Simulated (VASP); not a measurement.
# ZnSe (F-43m) in VASP: single point with PBE

Aim: the single point of ZnSe with PBE.

Everything below comes from runs of VASP 6.6.1. Logs are shortened: lines on timing, memory, paths and dates and some standing lists are left out, and cuts for length are marked.

**1. The cell of the first run**

The structure is cubic, space group F-43m (No. 216). The conventional cell has a = 5.641 Å, b = 5.641 Å, c = 5.641 Å, α = 90.00°, β = 90.00°, γ = 90.00°. Zn (site symmetry -43m) has 4 Se at 2.44 Å within 3.2 Å. Se (site symmetry -43m) has 4 Zn at 2.44 Å within 3.2 Å.

**2. Single point, PBE**

The input, INCAR:

```
SYSTEM = ZnSe
PREC = Accurate
ENCUT = 500
EDIFF = 1E-6
ISMEAR = 0
SIGMA = 0.02
LREAL = .False.
LASPH = .True.
NELM = 120
ALGO = Normal
ISIF = 2
LWAVE = .False.
LCHARG = .False.
GGA = PE
NBANDS = 16
GGA_COMPAT = .False.
```

The input, KPOINTS:

```
Automatic mesh
0
Gamma
  8 8 8
  0 0 0
```

The input, POSCAR:

```
ZnSe
1.0
    0.0000000000      2.8203467535      2.8203467535
    2.8203467535      0.0000000000      2.8203467535
    2.8203467535      2.8203467535      0.0000000000
Zn Se
1 1
Direct
    0.0000000000      0.0000000000      0.0000000000
    0.2500000000      0.2500000000      0.2500000000
```

Potentials or basis: VASP PAW PBE potentials, release 64 (Zn, Se).

The run is started by

```console
> cat potpaw_PBE.64/Zn/POTCAR potpaw_PBE.64/Se/POTCAR > POTCAR
> mpirun -np 1 vasp_std > vasp.out
```

OUTCAR:

```text
SYSTEM = ZnSe
   PREC = Accurate
   ENCUT = 500
   EDIFF = 1E-6
   ISMEAR = 0
   LREAL = .False.
   LASPH = .True.
   NELM = 120
   ISIF = 2
   GGA = PE

 ion  position               nearest neighbor table
   1  0.000  0.000  0.000-   2 2.44   2 2.44   2 2.44   2 2.44
   2  0.250  0.250  0.250-   1 2.44   1 2.44   1 2.44   1 2.44

  LATTYP: Found a face centered cubic cell.
 ALAT       =     5.6406935070

  Lattice vectors:

 A1 = (   0.0000000000,   2.8203467535,   2.8203467535)
 A2 = (   2.8203467535,   0.0000000000,   2.8203467535)
 A3 = (   2.8203467535,   2.8203467535,   0.0000000000)

Analysis of symmetry for initial positions (statically):
=====================================================================
 Subroutine PRICEL returns:
 Original cell was already a primitive cell.

 Routine SETGRP: Setting up the symmetry group for a
 face centered cubic supercell.

 Subroutine GETGRP returns: Found 24 space group operations
 (whereof 24 operations were pure point group operations)
 out of a pool of 48 trial point group operations.

The static configuration has the point symmetry T_d .

Analysis of symmetry for dynamics (positions and initial velocities):
=====================================================================
 Subroutine PRICEL returns:
 Original cell was already a primitive cell.

 Routine SETGRP: Setting up the symmetry group for a
 face centered cubic supercell.

 Subroutine GETGRP returns: Found 24 space group operations
 (whereof 24 operations were pure point group operations)
 out of a pool of 48 trial point group operations.

The dynamic configuration has the point symmetry T_d .

 Subroutine INISYM returns: Found 24 space group operations
 (whereof 24 operations are pure point group operations),
 and found     1 'primitive' translations

----------------------------------------------------------------------------------------

                                     Primitive cell

  volume of cell :      44.8681

  direct lattice vectors                    reciprocal lattice vectors
     0.000000000  2.820346753  2.820346753    -0.177283165  0.177283165  0.177283165
     2.820346753  0.000000000  2.820346753     0.177283165 -0.177283165  0.177283165
     2.820346753  2.820346753  0.000000000     0.177283165  0.177283165 -0.177283165

  length of vectors
     3.988572629  3.988572629  3.988572629     0.307063450  0.307063450  0.307063450

[... 73 lines left out ...]
   ICHARG =      2    charge: 1-file 2-atom 10-const
   ISPIN  =      1    spin polarized calculation?
   LNONCOLLINEAR =      F non collinear calculations
   LSORBIT =      F    spin-orbit coupling
   LASPH  =      T    aspherical Exc in radial PAW
   ENCUT  =  500.0 eV  36.75 Ry    6.06 a.u.   7.27  7.27  7.27*2*pi/ulx,y,z
   NELM   =    120;   NELMIN=  2; NELMDL= -5     # of ELM steps
   EDIFF  = 0.1E-05   stopping-criterion for ELM
   LREAL  =      F    real-space projection
   EDIFFG = 0.1E-04   stopping-criterion for IOM
   NSW    =      0    number of steps for IOM
   IBRION =     -1    ionic relax: 0-MD 1-quasi-New 2-CG
   NFREE  =      0    steps in history (QN), initial steepest desc. (CG)
   ISIF   =      2    stress and relaxation
   ISYM   =      2    0-nonsym 1-usesym 2-fastsym
   POTIM  = 0.5000    time-step for ionic-motion
   TEBEG  =    0.0;   TEEND  =   0.0 temperature during run
   PSTRESS=    0.0 pullay stress
   NELECT =      18.0000    total number of electrons
   NUPDOWN=      -1.0000    fix difference up-down
   EMIN   =  10.00;   EMAX   =-10.00  energy-range for DOS
   EFERMI =   0.00;   METHOD = LEGACY
   ISMEAR =     0;   SIGMA  =   0.02  broadening in eV -4-tet -1-fermi 0-gaus
   EFERMI_NEDOS =   21; number of points for ismear=-14 and -15
   IALGO  =     38    algorithm
   IMIX   =      4    mixing-type and parameters
     AMIX     =   0.40;   BMIX     =  1.00
     AMIX_MAG =   1.60;   BMIX_MAG =  1.00
  volume/ion in A,a.u.               =      22.43       151.39
  Fermi-wavevector in a.u.,A,eV,Ry     =   1.207406  2.281666 19.834956  1.457828
  Thomas-Fermi vector in A             =   2.343044
   LORBIT       =      0    0 simple, 1 ext, 2 COOP (PROOUT), +10 PAW based schemes
   GGA     = PE    functional components
   LHFCALC =     F    Hartree Fock is set to
   AEXX    =    0.0000 exact exchange contribution
   IVDW    =     0    specifies the selected vdW correction
   LEPSILON=     F    determine dielectric tensor
   LRPA    =     F    only Hartree local field effects (RPA)
 non-spin polarized calculation
 Gauss-broadening in eV      SIGMA  =   0.02
  energy-cutoff  :      500.00
  volume of cell :       44.87
 maximum number of plane-waves:      1158
 NGX is ok and might be reduce to    30
   NGX = 15   NGY = 15   NGZ = 15

 number of electron      18.0000001 magnetization

 Free energy of the ion-electron system (eV)
  ---------------------------------------------------
  ext. energy  EPLUGINS =         0.00000000
  ---------------------------------------------------
  free energy    TOTEN  =        -6.00859230 eV

  energy without entropy =       -6.00859230  energy(sigma->0) =       -6.00859230

 E-fermi :   1.8505     XC(G=0):  -9.3871

 val. band max:        1.7368396918   @ k =   0.0000   0.0000   0.0000
 cond. band min:       3.0850924865   @ k =   0.0000   0.0000   0.0000
 fundamental gap:      1.3482527947
 Fermi energy:         1.8505335968

 k-point     1 :       0.0000    0.0000    0.0000
  band No.  band energies     occupation
      1     -11.6151      2.00000
      2      -4.8624      2.00000
      3      -4.8624      2.00000
      4      -4.8624      2.00000
      5      -4.4795      2.00000
      6      -4.4795      2.00000
[... 433 lines left out ...]
      3      -4.7173      2.00000
      4      -4.5137      2.00000
      5      -4.4725      2.00000
      6      -4.2637      2.00000
[... 8 lines left out ...]
     15      14.5398      0.00000
     16      15.3695      0.00000

 [... further k-points ...]
[... 5 lines left out ...]
  --------------------------------------------------------------------------------------
  -------------------------------------------------------------------------------------
  Total        0.9311477      0.9311477      0.9311477      0.0000000      0.0000000     -0.0000000
  in kB       33.2499990     33.2499990     33.2499990      0.0000000      0.0000000     -0.0000000
  external PRESSURE =      33.2499990 kB  Pullay stress =       0.0000000 kB

 VOLUME and BASIS-vectors are now :
 -----------------------------------------------------------------------------
  energy-cutoff  :      500.00
  volume of cell :       44.87
      direct lattice vectors                 reciprocal lattice vectors
     0.000000000  2.820346753  2.820346753    -0.177283165  0.177283165  0.177283165
     2.820346753  0.000000000  2.820346753     0.177283165 -0.177283165  0.177283165
     2.820346753  2.820346753  0.000000000     0.177283165  0.177283165 -0.177283165

 POSITION                                       TOTAL-FORCE (eV/Angst)
 -----------------------------------------------------------------------------------
      0.00000      0.00000      0.00000        -0.000000      0.000000      0.000000
      1.41017      1.41017      1.41017         0.000000     -0.000000     -0.000000
 -----------------------------------------------------------------------------------
    total drift:                               -0.000000     -0.000000     -0.000000

  FREE ENERGIE OF THE ION-ELECTRON SYSTEM (eV)
  ---------------------------------------------------
  free  energy   TOTEN  =        -6.0085922997 eV

  energy  without entropy=       -6.0085922997  energy(sigma->0) =       -6.00859230
```

It took 20 s on 1 thread of AMD EPYC 7R43 (Zen 3), shared host; peak memory 0.13 GiB.

Results:

```yaml
Free_energy: -6.0086 eV
Pressure: 3.3 GPa
Band_gap_on_the_k_mesh: 1.35 eV
```

Caveat: the cell stands under pressure.
